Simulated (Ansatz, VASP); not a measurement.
One calculation of Na, two programs

The input INCAR:

```
SYSTEM = Na
PREC = Accurate
ENCUT = 520
EDIFF = 1E-6
ISMEAR = 0
SIGMA = 0.15
LREAL = .False.
LASPH = .True.
NELM = 100
ALGO = Normal
ISIF = 2
LWAVE = .False.
LCHARG = .True.
GGA = PS
LELF = .True.
LVHAR = .True.
NBANDS = 10
```

KPOINTS

```
regular mesh
0
Gamma
  16 16 16
  0 0 0
```

POSCAR

```
Na
1.0
   -1.9567500000      1.9567500000      2.5685500000
    1.9567500000     -1.9567500000      2.5685500000
    1.9567500000      1.9567500000     -2.5685500000
Na
1
Direct
    0.0000000000      0.0000000000      0.0000000000
```

Input for Ansatz:

```yaml
crystal:
  lattice:
    - [-1.95675, 1.95675, 2.56855]
    - [1.95675, -1.95675, 2.56855]
    - [1.95675, 1.95675, -2.56855]
  atoms:
    - { symbol: Na, position: [0.0, 0.0, 0.0] }
basis:
  ecutwfc: 520.0
kpoints:
  mp_grid: { grid: [16, 16, 16] }
hamiltonian:
  xc: pbesol
scf:
  occupations: { method: gaussian, width: 0.15 }
output:
  forces: true
  stress: true
  eigenvalues: true
  write_density: true
  write_potential: true
  elf: true
  volumetric_format: npy
```

Alike in both runs: task single point; functional PBEsol; k mesh 16 × 16 × 16; occupations gaussian, width 0.15 eV; no spin polarisation.

|  | VASP | Ansatz |
| --- | --- | --- |
| version | VASP 6.6.1 | Ansatz 0.2.0 |
| potentials or method | VASP PAW PBE potentials, release 64 (Na_pv), cutoff 520 eV | scalar-relativistic, plane waves, PAW |
| valence electrons in the cell | 7 | 9 |

|  | VASP | Ansatz | Ansatz less VASP |
| --- | --- | --- | --- |
| gap on the k mesh at the Fermi level (eV) | none | none | - |
| pressure (GPa) | -0.6 | -0.5 | +0.02 |

VASP's potentials were made for PBE, not for PBEsol. A gap of «none» marks a metal or a gap that the smearing closes. VASP's potentials hold 7 valence electrons a cell and Ansatz's 9, so a difference there can come from the potentials and not from the codes.
